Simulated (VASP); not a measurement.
# Cs (P6_3/mmc) in VASP: a series of runs

The runs below take Cs through single point, with PBE.

Everything below comes from runs of VASP 6.6.1. Logs are shortened: lines on timing, memory, paths and dates and some standing lists are left out, and cuts for length are marked.

## Step 1: The cell of the first run

The structure is hexagonal, space group P6_3/mmc (No. 194). The conventional cell has a = 5.551 Å, b = 5.551 Å, c = 18.207 Å, α = 90.00°, β = 90.00°, γ = 120.00°.

This isn't the form of Cs at room conditions, which is bcc.

## Step 2: Single point, PBE (121.48 Å³/atom)

INCAR

```
SYSTEM = Cs
PREC = Accurate ; ENCUT = 520
EDIFF = 1E-6 ; ISMEAR = -1
SIGMA = 0.1 ; LREAL = .FALSE.
LASPH = .TRUE. ; NELM = 100
ALGO = Normal ; ISIF = 2
LWAVE = .FALSE. ; LCHARG = .FALSE.
GGA = PE ; NBANDS = 26
```

KPOINTS

```
Automatic mesh
0
G
  8 8 2
  0 0 0
```

POSCAR

```
Cs
1.0
    5.5513502909      0.0000000000      0.0000000000
   -2.7756751455      4.8076103772      0.0000000000
    0.0000000000      0.0000000000     18.2067977783
Cs
4
Direct
    1.0000000000      1.0000000000      1.0000000000
    1.0000000000      1.0000000000      0.5000000000
    0.3333333333      0.6666666667      0.2500000000
    0.6666666667      0.3333333333      0.7500000000
```

Potentials or basis: VASP PAW PBE potentials, release 64 (Cs_sv).

On the command line:

```sh
> cat potpaw_PBE.64/Cs_sv/POTCAR > POTCAR
> mpirun -np 1 vasp_std > vasp.out
```

OUTCAR:

```text
SYSTEM = Cs
   PREC = Accurate
   ENCUT = 520
   EDIFF = 1E-6
   ISMEAR = -1
   LREAL = .FALSE.
   LASPH = .TRUE.
   NELM = 100
   ISIF = 2
   GGA = PE

 ion  position               nearest neighbor table
   1  0.000  0.000  0.000-
   2  0.000  0.000  0.500-
   3  0.333  0.667  0.250-
   4  0.667  0.333  0.750-

  LATTYP: Found a hexagonal cell.
 ALAT       =     5.5513502909
 C/A-ratio  =     3.2797061659

  Lattice vectors:

 A1 = (   5.5513502909,   0.0000000000,   0.0000000000)
 A2 = (  -2.7756751455,   4.8076103772,   0.0000000000)
 A3 = (   0.0000000000,   0.0000000000,  18.2067977783)

Analysis of symmetry for initial positions (statically):
=====================================================================
 Subroutine PRICEL returns:
 Original cell was already a primitive cell.

 Routine SETGRP: Setting up the symmetry group for a
 hexagonal supercell.

 Subroutine GETGRP returns: Found 24 space group operations
 (whereof 12 operations were pure point group operations)
 out of a pool of 24 trial point group operations.

The static configuration has the point symmetry D_3d.
 The point group associated with its full space group is D_6h.

Analysis of symmetry for dynamics (positions and initial velocities):
=====================================================================
 Subroutine PRICEL returns:
 Original cell was already a primitive cell.

 Routine SETGRP: Setting up the symmetry group for a
 hexagonal supercell.

 Subroutine GETGRP returns: Found 24 space group operations
 (whereof 12 operations were pure point group operations)
 out of a pool of 24 trial point group operations.

The dynamic configuration has the point symmetry D_3d.
 The point group associated with its full space group is D_6h.

 Subroutine INISYM returns: Found 24 space group operations
 (whereof 12 operations are pure point group operations),
 and found     1 'primitive' translations

----------------------------------------------------------------------------------------

                                     Primitive cell

  volume of cell :     485.9163

  direct lattice vectors                    reciprocal lattice vectors
[... 81 lines left out ...]
   LNONCOLLINEAR =      F non collinear calculations
   LSORBIT =      F    spin-orbit coupling
   LASPH  =      T    aspherical Exc in radial PAW
   ENCUT  =  520.0 eV  38.22 Ry    6.18 a.u.  10.32 10.32 33.85*2*pi/ulx,y,z
   NELM   =    100;   NELMIN=  2; NELMDL= -5     # of ELM steps
   EDIFF  = 0.1E-05   stopping-criterion for ELM
   LREAL  =      F    real-space projection
   EDIFFG = 0.1E-04   stopping-criterion for IOM
   NSW    =      0    number of steps for IOM
   IBRION =     -1    ionic relax: 0-MD 1-quasi-New 2-CG
   NFREE  =      0    steps in history (QN), initial steepest desc. (CG)
   ISIF   =      2    stress and relaxation
   ISYM   =      2    0-nonsym 1-usesym 2-fastsym
   POTIM  = 0.5000    time-step for ionic-motion
   TEBEG  =    0.0;   TEEND  =   0.0 temperature during run
   PSTRESS=    0.0 pullay stress
   NELECT =      36.0000    total number of electrons
   NUPDOWN=      -1.0000    fix difference up-down
   EMIN   =  10.00;   EMAX   =-10.00  energy-range for DOS
   EFERMI =   0.00;   METHOD = LEGACY
   ISMEAR =    -1;   SIGMA  =   0.10  broadening in eV -4-tet -1-fermi 0-gaus
   EFERMI_NEDOS =   21; number of points for ismear=-14 and -15
   IALGO  =     38    algorithm
   IMIX   =      4    mixing-type and parameters
     AMIX     =   0.40;   BMIX     =  1.00
     AMIX_MAG =   1.60;   BMIX_MAG =  1.00
  volume/ion in A,a.u.               =     121.48       819.78
  Fermi-wavevector in a.u.,A,eV,Ry     =   0.687578  1.299334  6.432334  0.472763
  Thomas-Fermi vector in A             =   1.768133
   LORBIT       =      0    0 simple, 1 ext, 2 COOP (PROOUT), +10 PAW based schemes
   GGA     = PE    functional components
   LHFCALC =     F    Hartree Fock is set to
   AEXX    =    0.0000 exact exchange contribution
   IVDW    =     0    specifies the selected vdW correction
   LEPSILON=     F    determine dielectric tensor
   LRPA    =     F    only Hartree local field effects (RPA)
 non-spin polarized calculation
  energy-cutoff  :      520.00
  volume of cell :      485.92
 maximum number of plane-waves:     13165
 NGX is ok and might be reduce to    42
   NGX = 21   NGY = 21   NGZ = 67

 number of electron      36.0000000 magnetization

 Free energy of the ion-electron system (eV)
  ---------------------------------------------------
  ext. energy  EPLUGINS =         0.00000000
  ---------------------------------------------------
  free energy    TOTEN  =        -3.48327724 eV

  energy without entropy =       -3.31942117  energy(sigma->0) =       -3.40134920

 E-fermi :   0.3078     XC(G=0):  -5.2699

 val. band max:        0.2981660199   @ k =   0.0000   0.0000   0.0000
 cond. band min:       0.3094754289   @ k =   0.5000   0.0000   0.0000
 fundamental gap:      0.0113094090
 Fermi energy:         0.3078173066

 k-point     1 :       0.0000    0.0000    0.0000
  band No.  band energies     occupation
      1     -23.5620      2.00000
      2     -23.5600      2.00000
      3     -23.5595      2.00000
      4     -23.5575      2.00000
      5     -10.4249      2.00000
      6     -10.3709      2.00000
[... 569 lines left out ...]
     25       1.5958      0.00001
     26       1.5958      0.00001

------------------------ aborting loop because EDIFF is reached ----------------------------------------

  FORCE on cell =-STRESS in cart. coord.  units (eV):
  Direction    XX          YY          ZZ          XY          YZ          ZX
  --------------------------------------------------------------------------------------
  -------------------------------------------------------------------------------------
  Total       -0.1814428     -0.1814428     -0.2443347      0.0000000      0.0000000      0.0000000
  in kB       -0.5982585     -0.5982585     -0.8056275      0.0000000      0.0000000      0.0000000
  external PRESSURE =      -0.6673815 kB  Pullay stress =       0.0000000 kB

 VOLUME and BASIS-vectors are now :
 -----------------------------------------------------------------------------
  energy-cutoff  :      520.00
  volume of cell :      485.92
      direct lattice vectors                 reciprocal lattice vectors
     5.551350291  0.000000000  0.000000000     0.180136354  0.104001772  0.000000000
    -2.775675146  4.807610377  0.000000000     0.000000000  0.208003545  0.000000000
     0.000000000  0.000000000 18.206797778     0.000000000  0.000000000  0.054924540

 POSITION                                       TOTAL-FORCE (eV/Angst)
 -----------------------------------------------------------------------------------
      0.00000      0.00000      0.00000        -0.000000      0.000000      0.000000
      0.00000      0.00000      9.10340        -0.000000      0.000000      0.000000
     -0.00000      3.20507      4.55170         0.000000     -0.000000      0.000000
      2.77568      1.60254     13.65510         0.000000      0.000000     -0.000000
 -----------------------------------------------------------------------------------
    total drift:                               -0.000000      0.000000     -0.000000

  FREE ENERGIE OF THE ION-ELECTRON SYSTEM (eV)
  ---------------------------------------------------
  free  energy   TOTEN  =        -3.4832772375 eV

  energy  without entropy=       -3.3194211678  energy(sigma->0) =       -3.40134920
```

Run time: 2 min. Hardware: 1 thread of AMD EPYC 9R45 (Zen 5), shared host; peak memory 0.59 GiB.

What came out:

* Free energy: -3.4833 eV
* Pressure: -0.1 GPa
* Band gap on the k mesh: zero (bands 18 and 19 overlap by 1.51 eV)

Caveat: spin-orbit coupling is left out, which moves the levels of the heavy elements.

## Step 3: Single point, PBE (126.15 Å³/atom)

This run uses another cell than the first one, of 126.15 Å³/atom.

INCAR

```
PREC = Accurate
ENCUT = 520
EDIFF = 1E-6
ISMEAR = -1
SIGMA = 0.1
LREAL = F
LASPH = T
NELM = 100
ALGO = Normal
ISIF = 2
LWAVE = F
LCHARG = F
GGA = PE
NBANDS = 26
```

KPOINTS

```
regular mesh
0
Gamma
  8 8 2
```

POSCAR

```
Cs
1.0
    5.6216280083      0.0000000000      0.0000000000
   -2.8108140042      4.8684726659      0.0000000000
    0.0000000000      0.0000000000     18.4372880415
Cs
4
Direct
    1.0000000000      1.0000000000      1.0000000000
    1.0000000000      1.0000000000      0.5000000000
    0.3333333333      0.6666666667      0.2500000000
    0.6666666667      0.3333333333      0.7500000000
```

Potentials or basis: VASP PAW PBE potentials, release 64 (Cs_sv).

On the command line:

```sh
> cat potpaw_PBE.64/Cs_sv/POTCAR > POTCAR
> mpirun -np 1 vasp_std > vasp.out
```

It took 2.3 min on 1 thread of AMD EPYC 9R45 (Zen 5), shared host; peak memory 0.57 GiB.

The run converged. Its results:

```
Free energy            : -3.4728 eV
Pressure               : -0.1 GPa
Band gap on the k mesh : zero (bands 18 and 19 overlap by 1.48 eV)
```

Levels at points of the mesh, in eV from the Fermi level:
```tsv
k point	band 15	band 16	band 17	band 18	band 19	band 20	band 21	band 22
(0.00, 0.00, 0.00)	-10.65	-10.65	-1.57	-1.01	-1.01	0.00	0.69	1.60
(0.50, 0.00, 0.00)	-10.67	-10.66	0.01	0.21	0.21	0.34	0.76	0.84
(0.00, 0.00, 0.50)	-10.65	-10.65	-1.42	-1.42	-0.43	-0.43	1.07	1.07
(0.50, 0.00, 0.50)	-10.67	-10.67	0.07	0.07	0.31	0.31	0.79	0.79
```

Caveat: spin-orbit coupling is left out, which moves the levels of the heavy elements.

The gap in the log of VASP goes by the Fermi energy; the results here count the filled bands.